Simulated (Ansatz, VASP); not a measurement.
## One calculation of Ni, two programs

Contents of INCAR:

```
SYSTEM = Ni
ALGO     = Normal         ! electronic algorithm
EDIFF    = 1E-8           ! SCF threshold, eV
ENCUT    = 520            ! plane-wave cutoff, eV
GGA      = PE             ! functional
ISIF     = 2              ! what is computed and relaxed
ISMEAR   = -1             ! smearing method
ISPIN    = 2              ! spin polarisation
LASPH    = .TRUE.         ! aspherical terms in the spheres
LCHARG   = .FALSE.        ! write CHGCAR
LEFG     = .TRUE.       
LMAXMIX  = 4              ! l up to which the mixer works
LORBIT   = 11             ! projections on sites
LREAL    = .FALSE.        ! projectors in reciprocal space
LWAVE    = .FALSE.        ! write WAVECAR
MAGMOM   = 1.5            ! initial moments
NBANDS   = 15             ! bands
NELM     = 150            ! most SCF steps
PREC     = Accurate       ! precision mode
SIGMA    = 0.05           ! smearing width, eV
```

KPOINTS

```
k-points
0
G
  20 20 20
  0 0 0
```

File POSCAR:

```
Ni
1.0
    0.0000000000      1.8209885000      1.7679500000
    1.8209885000      0.0000000000      1.7679500000
    1.8209885000      1.8209885000      0.0000000000
Ni
1
Direct
    0.0000000000      0.0000000000      0.0000000000
```

Input for Ansatz:

```yaml
crystal:
  lattice:
    - [0.0, 1.8209885, 1.76795]
    - [1.8209885, 0.0, 1.76795]
    - [1.8209885, 1.8209885, 0.0]
  atoms:
    - { symbol: Ni, position: [0.0, 0.0, 0.0], spin: 1.5 }
magnetization:
  spin_polarized: true
kpoints:
  mp_grid: { grid: [20, 20, 20] }
scf:
  occupations: { method: fermi_dirac, width: 0.05 }
hamiltonian:
  xc: pbe
  pseudopotentials: { kind: all_electron, datasets: crystal }
output:
  forces: true
  stress: true
  eigenvalues: true
  efg: { contact_densities: true }
```

Change from the starting cell: equal xx and yy strain of +3 %, crystal datasets.

Alike in both runs: task electric field gradients; functional PBE; k mesh 20 × 20 × 20; occupations fermi-dirac, width 0.05 eV; collinear spin.

|  | VASP | Ansatz |
| --- | --- | --- |
| version | VASP 6.6.1 | Ansatz 0.2.0 |
| potentials or method | VASP PAW PBE potentials, release 64 (Ni), cutoff 520 eV | all-electron PAW with datasets made for the crystal, scalar-relativistic |

|  | VASP | Ansatz | Ansatz less VASP |
| --- | --- | --- | --- |
| pressure (GPa) | -12.0 | -12.2 | -0.19 |
| traceless stress, the component that is largest in VASP (GPa) | 1.75 | 1.81 | +0.062 |
| net moment per atom (μB) | 0.64 | 0.65 | +0.010 |
| size of the moment on the site where the two differ most (μB) | 0.66 | 0.69 | +0.034 |
| size of Vzz on the site where it differs most (V/Å²) | 2.4 | 2.2 | -0.19 |

Site moments also hang on the region over which each program counts them. Ansatz ran all-electron here, and VASP with PAW potentials. Ansatz's warnings: printed levels off.
